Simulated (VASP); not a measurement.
# TiNi (Pm-3m) in VASP: notebook, part 2 of 3

VASP 6.6.1.

**4. Single point, r2SCAN**

This run uses another cell than the first one, of 10.00 Å³/atom, 0.754 times its volume.

The input, POSCAR:

```
TiNi
1.0
    2.7146638658      0.0000000000      0.0000000000
    0.0000000000      2.7146638658      0.0000000000
    0.0000000000      0.0000000000      2.7146638658
Ti Ni
1 1
Direct
    0.5000000000      0.5000000000      0.5000000000
    0.0000000000      0.0000000000      0.0000000000
```

The input, INCAR.step1:

```
SYSTEM = TiNi
  PREC = Accurate
  ENCUT = 520
  ISMEAR = 0
  SIGMA = 0.1
  LREAL = .FALSE.
  LASPH = .TRUE.
  NELM = 80
  NBANDS = 18
  GGA = PE
  ALGO = Normal
  EDIFF = 1E-4
  LWAVE = .TRUE.
  LCHARG = .FALSE.
```

The input, INCAR.step2:

```
SYSTEM = TiNi
  PREC = Accurate
  ENCUT = 520
  EDIFF = 1E-6
  ISMEAR = 0
  SIGMA = 0.1
  LREAL = .FALSE.
  LASPH = .TRUE.
  NELM = 80
  ALGO = Normal
  ISIF = 2
  LWAVE = .FALSE.
  LCHARG = .FALSE.
  METAGGA = R2SCAN
  LMIXTAU = .TRUE.
  NBANDS = 18
  ISTART = 1
```

The input, KPOINTS:

```
regular mesh
0
G
  16 16 16
  0 0 0
```

Potentials or basis: VASP PAW PBE potentials, release 64 (Ti_sv, Ni).

Started as:

```bash
$ cat potpaw_PBE.64/Ti_sv/POTCAR potpaw_PBE.64/Ni/POTCAR > POTCAR
$ cp INCAR.step1 INCAR
$ mpirun -np 1 vasp_std > vasp.out
$ cp INCAR.step2 INCAR
$ mpirun -np 1 vasp_std > vasp.out
```

OUTCAR:

```text
SYSTEM = TiNi
   PREC = Accurate
   ENCUT = 520
   EDIFF = 1E-6
   ISMEAR = 0
   LREAL = .FALSE.
   LASPH = .TRUE.
   NELM = 80
   ISIF = 2
   METAGGA = R2SCAN
   ISTART = 1

 ion  position               nearest neighbor table
   1  0.500  0.500  0.500-   2 2.35   2 2.35   2 2.35   2 2.35   2 2.35   2 2.35   2 2.35   2 2.35

   2  0.000  0.000  0.000-   1 2.35   1 2.35   1 2.35   1 2.35   1 2.35   1 2.35   1 2.35   1 2.35

  LATTYP: Found a simple cubic cell.
 ALAT       =     2.7146638658

  Lattice vectors:

 A1 = (   2.7146638658,   0.0000000000,   0.0000000000)
 A2 = (   0.0000000000,   2.7146638658,   0.0000000000)
 A3 = (   0.0000000000,   0.0000000000,   2.7146638658)

Analysis of symmetry for initial positions (statically):
=====================================================================
 Subroutine PRICEL returns:
 Original cell was already a primitive cell.

 Routine SETGRP: Setting up the symmetry group for a
 simple cubic supercell.

 Subroutine GETGRP returns: Found 48 space group operations
 (whereof 48 operations were pure point group operations)
 out of a pool of 48 trial point group operations.

The static configuration has the point symmetry O_h .

Analysis of symmetry for dynamics (positions and initial velocities):
=====================================================================
 Subroutine PRICEL returns:
 Original cell was already a primitive cell.

 Routine SETGRP: Setting up the symmetry group for a
 simple cubic supercell.

 Subroutine GETGRP returns: Found 48 space group operations
 (whereof 48 operations were pure point group operations)
 out of a pool of 48 trial point group operations.

The dynamic configuration has the point symmetry O_h .

 Subroutine INISYM returns: Found 48 space group operations
 (whereof 48 operations are pure point group operations),
 and found     1 'primitive' translations

----------------------------------------------------------------------------------------

                                     Primitive cell

  volume of cell :      20.0054

  direct lattice vectors                    reciprocal lattice vectors
     2.714663866  0.000000000  0.000000000     0.368369732  0.000000000  0.000000000
     0.000000000  2.714663866  0.000000000     0.000000000  0.368369732  0.000000000
     0.000000000  0.000000000  2.714663866     0.000000000  0.000000000  0.368369732

  length of vectors
     2.714663866  2.714663866  2.714663866     0.368369732  0.368369732  0.368369732

  position of ions in fractional coordinates (direct lattice)
     0.500000000  0.500000000  0.500000000
     0.000000000  0.000000000  0.000000000

  ion indices of the primitive-cell ions
   primitive index   ion index
                 1           1
                 2           2

----------------------------------------------------------------------------------------

 KPOINTS: regular mesh

Automatic generation of k-mesh.
 Grid dimensions read from file:
 generate k-points for:   16   16   16

 Generating k-lattice:

  Cartesian coordinates                     Fractional coordinates (reciprocal lattice)
     0.023023108  0.000000000  0.000000000     0.062500000  0.000000000  0.000000000
     0.000000000  0.023023108  0.000000000     0.000000000  0.062500000  0.000000000
     0.000000000  0.000000000  0.023023108     0.000000000  0.000000000  0.062500000

  Length of vectors
     0.023023108  0.023023108  0.023023108

  Shift w.r.t. Gamma in fractional coordinates (k-lattice)
     0.000000000  0.000000000  0.000000000

 Subroutine IBZKPT returns following result:
 ===========================================

 Found    165 irreducible k-points:

 Following reciprocal coordinates:
            Coordinates               Weight
  0.000000  0.000000  0.000000      1.000000
  0.062500  0.000000  0.000000      6.000000
  0.125000  0.000000  0.000000      6.000000
  0.187500  0.000000  0.000000      6.000000
  0.250000  0.000000  0.000000      6.000000
  0.312500  0.000000  0.000000      6.000000
[... 16 lines left out ...]
  0.437500  0.125000  0.000000     24.000000
  0.500000  0.125000  0.000000     12.000000
 [... further k-points ...]
   k-points           NKPTS =    165   k-points in BZ     NKDIM =    165   number of bands    NBANDS=     18
   number of dos      NEDOS =    301   number of ions     NIONS =      2
   total plane-waves  NPLWV =   8000
   dimension x,y,z NGX =    20 NGY =   20 NGZ =   20
   dimension x,y,z NGXF=    40 NGYF=   40 NGZF=   40
   ions per type =               1   1
   NGX,Y,Z   is equivalent  to a cutoff of  12.25, 12.25, 12.25 a.u.
   NGXF,Y,Z  is equivalent  to a cutoff of  24.50, 24.50, 24.50 a.u.
 SYSTEM =  TiNi
   PREC   = accura    normal or accurate (medium, high low for compatibility)
   ISTART =      1    job   : 0-new  1-cont  2-samecut
   ICHARG =      0    charge: 1-file 2-atom 10-const
   ISPIN  =      1    spin polarized calculation?
   LNONCOLLINEAR =      F non collinear calculations
   LSORBIT =      F    spin-orbit coupling
   LASPH  =      T    aspherical Exc in radial PAW
   ENCUT  =  520.0 eV  38.22 Ry    6.18 a.u.   5.05  5.05  5.05*2*pi/ulx,y,z
   NELM   =     80;   NELMIN=  2; NELMDL=  0     # of ELM steps
   EDIFF  = 0.1E-05   stopping-criterion for ELM
   LREAL  =      F    real-space projection
   EDIFFG = 0.1E-04   stopping-criterion for IOM
   NSW    =      0    number of steps for IOM
   IBRION =     -1    ionic relax: 0-MD 1-quasi-New 2-CG
   NFREE  =      0    steps in history (QN), initial steepest desc. (CG)
   ISIF   =      2    stress and relaxation
   ISYM   =      2    0-nonsym 1-usesym 2-fastsym
   POTIM  = 0.5000    time-step for ionic-motion
   TEBEG  =    0.0;   TEEND  =   0.0 temperature during run
   PSTRESS=    0.0 pullay stress
   NELECT =      22.0000    total number of electrons
   NUPDOWN=      -1.0000    fix difference up-down
   EMIN   =  10.00;   EMAX   =-10.00  energy-range for DOS
   EFERMI =   0.00;   METHOD = LEGACY
   ISMEAR =     0;   SIGMA  =   0.10  broadening in eV -4-tet -1-fermi 0-gaus
   EFERMI_NEDOS =   21; number of points for ismear=-14 and -15
   IALGO  =     38    algorithm
   IMIX   =      4    mixing-type and parameters
     AMIX     =   0.40;   BMIX     =  1.00
     AMIX_MAG =   1.60;   BMIX_MAG =  1.00
  volume/ion in A,a.u.               =      10.00        67.50
  Fermi-wavevector in a.u.,A,eV,Ry     =   1.689791  3.193242 38.849989  2.855394
  Thomas-Fermi vector in A             =   2.771854
   LORBIT       =      0    0 simple, 1 ext, 2 COOP (PROOUT), +10 PAW based schemes
   METAGGA = R2SCAN    functional components
   LHFCALC =     F    Hartree Fock is set to
   AEXX    =    0.0000 exact exchange contribution
   IVDW    =     0    specifies the selected vdW correction
   LEPSILON=     F    determine dielectric tensor
   LRPA    =     F    only Hartree local field effects (RPA)
 non-spin polarized calculation
 Gauss-broadening in eV      SIGMA  =   0.10
  energy-cutoff  :      520.00
  volume of cell :       20.01
 maximum number of plane-waves:       554
   NGX = 11   NGY = 11   NGZ = 11

 number of electron      22.0000023 magnetization

 Free energy of the ion-electron system (eV)
  ---------------------------------------------------
  ext. energy  EPLUGINS =         0.00000000
  ---------------------------------------------------
  free energy    TOTEN  =       -24.07662612 eV

  energy without entropy =      -24.06761558  energy(sigma->0) =      -24.07212085

 E-fermi :  13.8524     XC(G=0): -15.3632

 val. band max:       13.8438286767   @ k =   0.4375   0.3750   0.0000
 cond. band min:      13.8611762589   @ k =   0.3750   0.3750   0.1875
 fundamental gap:      0.0173475822
 Fermi energy:        13.8523760416

 k-point     1 :       0.0000    0.0000    0.0000
  band No.  band energies     occupation
      1     -45.2505      2.00000
      2     -20.1540      2.00000
      3     -20.1540      2.00000
      4     -20.1540      2.00000
      5       4.3481      2.00000
      6       7.7865      2.00000
[... 10 lines left out ...]
     17      25.2989      0.00000
     18      25.2989      0.00000

 k-point     2 :       0.0625    0.0000    0.0000
  band No.  band energies     occupation
      1     -45.2463      2.00000
      2     -20.1867      2.00000
      3     -20.1519      2.00000
      4     -20.1519      2.00000
      5       4.4532      2.00000
      6       7.8318      2.00000
[... 10 lines left out ...]
     17      25.5589      0.00000
     18      25.5589      0.00000
[... 442 lines left out ...]
 k-point    24 :       0.5000    0.1250    0.0000
  band No.  band energies     occupation
      1     -45.1266      2.00000
      2     -20.9515      2.00000
      3     -20.2063      2.00000
      4     -20.0854      2.00000
      5       8.4619      2.00000
      6       9.0507      2.00000
[... 10 lines left out ...]
     17      29.1576      0.00000
     18      31.9883      0.00000

 [... further k-points ...]
[... 5 lines left out ...]
  --------------------------------------------------------------------------------------
  -------------------------------------------------------------------------------------
  Total       11.3416997     11.3416997     11.3416997     -0.0000000      0.0000000     -0.0000000
  in kB      908.3234772    908.3234772    908.3234772     -0.0000000      0.0000000     -0.0000000
  external PRESSURE =     908.3234772 kB  Pullay stress =       0.0000000 kB

 VOLUME and BASIS-vectors are now :
 -----------------------------------------------------------------------------
  energy-cutoff  :      520.00
  volume of cell :       20.01
      direct lattice vectors                 reciprocal lattice vectors
     2.714663866  0.000000000  0.000000000     0.368369732  0.000000000  0.000000000
     0.000000000  2.714663866  0.000000000     0.000000000  0.368369732  0.000000000
     0.000000000  0.000000000  2.714663866     0.000000000  0.000000000  0.368369732

 POSITION                                       TOTAL-FORCE (eV/Angst)
 -----------------------------------------------------------------------------------
      1.35733      1.35733      1.35733         0.000000      0.000000      0.000000
      0.00000      0.00000      0.00000         0.000000      0.000000      0.000000
 -----------------------------------------------------------------------------------
    total drift:                               -0.000000      0.000000      0.000000

  FREE ENERGIE OF THE ION-ELECTRON SYSTEM (eV)
  ---------------------------------------------------
  free  energy   TOTEN  =       -24.0766261231 eV

  energy  without entropy=      -24.0676155760  energy(sigma->0) =      -24.07212085
```

Run time: 1.9 min. Hardware: 1 thread of Intel Xeon 6975P-C (Granite Rapids), shared host; peak memory 0.17 GiB.

Results:

- Free energy: -24.0766 eV
- Pressure: 90.8 GPa
- Band gap on the k mesh: zero (band 11 reaches 14.80 eV, above the bottom of band 12 at 12.02 eV)

Caveat: the PAW data sets were made with another functional, which shifts forces and pressure a little.

**5. Single point, r2SCAN**

This run uses another cell than the first one, of 11.00 Å³/atom, 0.829 times its volume.

The input, POSCAR:

```
TiNi
1.0
    2.8017863940      0.0000000000      0.0000000000
    0.0000000000      2.8017863940      0.0000000000
    0.0000000000      0.0000000000      2.8017863940
Ti Ni
1 1
Direct
    0.5000000000      0.5000000000      0.5000000000
    0.0000000000      0.0000000000      0.0000000000
```

The input, INCAR.step1:

```
PREC = Accurate ; ENCUT = 520
ISMEAR = 0 ; SIGMA = 0.1
LREAL = F ; LASPH = T
NELM = 100 ; NBANDS = 18
GGA = PE ; ALGO = Normal
EDIFF = 1E-4 ; LWAVE = T
LCHARG = F
```

The input, INCAR.step2:

```
PREC = Accurate ; ENCUT = 520
EDIFF = 1E-6 ; ISMEAR = 0
SIGMA = 0.1 ; LREAL = F
LASPH = T ; NELM = 100
ALGO = Normal ; ISIF = 2
LWAVE = F ; LCHARG = F
METAGGA = R2SCAN ; LMIXTAU = T
NBANDS = 18 ; ISTART = 1
```

The input, KPOINTS:

```
Automatic mesh
0
Gamma
  16 16 16
```

Potentials or basis: VASP PAW PBE potentials, release 64 (Ti_sv, Ni).

Started as:

```bash
$ cat potpaw_PBE.64/Ti_sv/POTCAR potpaw_PBE.64/Ni/POTCAR > POTCAR
$ cp INCAR.step1 INCAR
$ mpirun -np 1 vasp_std > vasp.out
$ cp INCAR.step2 INCAR
$ mpirun -np 1 vasp_std > vasp.out
```

OUTCAR:

```text
PREC = Accurate
   ENCUT = 520
   EDIFF = 1E-6
   ISMEAR = 0
   LREAL = F
   LASPH = T
   NELM = 100
   ISIF = 2
   METAGGA = R2SCAN
   ISTART = 1

 ion  position               nearest neighbor table
   1  0.500  0.500  0.500-   2 2.43   2 2.43   2 2.43   2 2.43   2 2.43   2 2.43   2 2.43   2 2.43

   2  0.000  0.000  0.000-   1 2.43   1 2.43   1 2.43   1 2.43   1 2.43   1 2.43   1 2.43   1 2.43

  LATTYP: Found a simple cubic cell.
 ALAT       =     2.8017863940

  Lattice vectors:

 A1 = (   2.8017863940,   0.0000000000,   0.0000000000)
 A2 = (   0.0000000000,   2.8017863940,   0.0000000000)
 A3 = (   0.0000000000,   0.0000000000,   2.8017863940)

Analysis of symmetry for initial positions (statically):
=====================================================================
 Subroutine PRICEL returns:
 Original cell was already a primitive cell.

 Routine SETGRP: Setting up the symmetry group for a
 simple cubic supercell.

 Subroutine GETGRP returns: Found 48 space group operations
 (whereof 48 operations were pure point group operations)
 out of a pool of 48 trial point group operations.

The static configuration has the point symmetry O_h .

Analysis of symmetry for dynamics (positions and initial velocities):
=====================================================================
 Subroutine PRICEL returns:
 Original cell was already a primitive cell.

 Routine SETGRP: Setting up the symmetry group for a
 simple cubic supercell.

 Subroutine GETGRP returns: Found 48 space group operations
 (whereof 48 operations were pure point group operations)
 out of a pool of 48 trial point group operations.

The dynamic configuration has the point symmetry O_h .

 Subroutine INISYM returns: Found 48 space group operations
 (whereof 48 operations are pure point group operations),
[... 105 lines left out ...]
   TEBEG  =    0.0;   TEEND  =   0.0 temperature during run
   PSTRESS=    0.0 pullay stress
   NELECT =      22.0000    total number of electrons
   NUPDOWN=      -1.0000    fix difference up-down
   EMIN   =  10.00;   EMAX   =-10.00  energy-range for DOS
   EFERMI =   0.00;   METHOD = LEGACY
   ISMEAR =     0;   SIGMA  =   0.10  broadening in eV -4-tet -1-fermi 0-gaus
   EFERMI_NEDOS =   21; number of points for ismear=-14 and -15
   IALGO  =     38    algorithm
   IMIX   =      4    mixing-type and parameters
     AMIX     =   0.40;   BMIX     =  1.00
     AMIX_MAG =   1.60;   BMIX_MAG =  1.00
  volume/ion in A,a.u.               =      11.00        74.21
  Fermi-wavevector in a.u.,A,eV,Ry     =   1.637246  3.093947 36.471446  2.680576
  Thomas-Fermi vector in A             =   2.728418
   LORBIT       =      0    0 simple, 1 ext, 2 COOP (PROOUT), +10 PAW based schemes
   METAGGA = R2SCAN    functional components
   LHFCALC =     F    Hartree Fock is set to
   AEXX    =    0.0000 exact exchange contribution
   IVDW    =     0    specifies the selected vdW correction
   LEPSILON=     F    determine dielectric tensor
   LRPA    =     F    only Hartree local field effects (RPA)
 non-spin polarized calculation
 Gauss-broadening in eV      SIGMA  =   0.10
  energy-cutoff  :      520.00
  volume of cell :       21.99
 maximum number of plane-waves:       624
 NGX is ok and might be reduce to    24
   NGX = 11   NGY = 11   NGZ = 11

 number of electron      21.9999984 magnetization

 Free energy of the ion-electron system (eV)
  ---------------------------------------------------
  ext. energy  EPLUGINS =         0.00000000
  ---------------------------------------------------
  free energy    TOTEN  =       -24.93965090 eV

  energy without entropy =      -24.93040040  energy(sigma->0) =      -24.93502565

 E-fermi :  12.3315     XC(G=0): -14.7436

 val. band max:       12.3277297187   @ k =   0.3750   0.1875   0.0000
 cond. band min:      12.3542436053   @ k =   0.2500   0.0625   0.0625
 fundamental gap:      0.0265138866
 Fermi energy:        12.3314928576

 k-point     1 :       0.0000    0.0000    0.0000
  band No.  band energies     occupation
      1     -46.9151      2.00000
      2     -21.8875      2.00000
      3     -21.8875      2.00000
      4     -21.8875      2.00000
      5       3.2054      2.00000
      6       7.0106      2.00000
[... 481 lines left out ...]
      5       7.2264      2.00000
      6       7.8256      2.00000
[... 10 lines left out ...]
     17      26.6731      0.00000
     18      29.1481      0.00000

 [... further k-points ...]
[... 5 lines left out ...]
  --------------------------------------------------------------------------------------
  -------------------------------------------------------------------------------------
  Total        6.9605439      6.9605439      6.9605439      0.0000000     -0.0000000      0.0000000
  in kB      507.0475544    507.0475544    507.0475544      0.0000000     -0.0000000      0.0000000
  external PRESSURE =     507.0475544 kB  Pullay stress =       0.0000000 kB

 VOLUME and BASIS-vectors are now :
 -----------------------------------------------------------------------------
  energy-cutoff  :      520.00
  volume of cell :       21.99
      direct lattice vectors                 reciprocal lattice vectors
     2.801786394  0.000000000  0.000000000     0.356915146  0.000000000  0.000000000
     0.000000000  2.801786394  0.000000000     0.000000000  0.356915146  0.000000000
     0.000000000  0.000000000  2.801786394     0.000000000  0.000000000  0.356915146

 POSITION                                       TOTAL-FORCE (eV/Angst)
 -----------------------------------------------------------------------------------
      1.40089      1.40089      1.40089         0.000000      0.000000      0.000000
      0.00000      0.00000      0.00000         0.000000      0.000000      0.000000
 -----------------------------------------------------------------------------------
    total drift:                                0.000000      0.000000     -0.000000

  FREE ENERGIE OF THE ION-ELECTRON SYSTEM (eV)
  ---------------------------------------------------
  free  energy   TOTEN  =       -24.9396509022 eV

  energy  without entropy=      -24.9304003994  energy(sigma->0) =      -24.93502565
```

OSZICAR.step1:

```text
N       E                     dE             d eps       ncg     rms          rms(c)
DAV:   1     0.165565711255E+03    0.16557E+03   -0.11134E+04  6284   0.168E+03
DAV:   2    -0.124233622515E+01   -0.16681E+03   -0.16201E+03  5998   0.359E+02
DAV:   3    -0.146181723630E+02   -0.13376E+02   -0.13170E+02  9158   0.977E+01
DAV:   4    -0.151758760249E+02   -0.55770E+00   -0.55334E+00  6924   0.161E+01
DAV:   5    -0.151923110946E+02   -0.16435E-01   -0.16431E-01  7178   0.276E+00    0.166E+01
DAV:   6    -0.140986891354E+02    0.10936E+01   -0.11638E+01  6320   0.545E+01    0.861E+00
DAV:   7    -0.140406579013E+02    0.58031E-01   -0.89204E+00  7514   0.452E+01    0.108E+01
DAV:   8    -0.132843566386E+02    0.75630E+00   -0.35763E+00  6894   0.241E+01    0.194E+00
DAV:   9    -0.133152160559E+02   -0.30859E-01   -0.15815E-01  8156   0.521E+00    0.166E+00
DAV:  10    -0.132970002677E+02    0.18216E-01   -0.77623E-02  7986   0.410E+00    0.208E-01
DAV:  11    -0.132974361460E+02   -0.43588E-03   -0.25694E-03  6790   0.507E-01    0.431E-02
DAV:  12    -0.132973547575E+02    0.81389E-04   -0.17501E-04  5612   0.137E-01
   1 F= -.13297355E+02 E0= -.13292174E+02  d E =-.103615E-01
```

Wall time 2 min (1 thread of Intel Xeon 6975P-C (Granite Rapids), shared host); peak memory 0.19 GiB.

What came out:

```
Free energy            : -24.9397 eV
Pressure               : 50.7 GPa
Band gap on the k mesh : zero (band 11 reaches 12.99 eV, above the bottom of band 12 at 10.69 eV)
```

Caveat: the PAW data sets were made with another functional, which shifts forces and pressure a little. Spin polarisation is off, so any magnetic state and its effect on volume and gap are missing.

(Continued in part 3 of 3.)
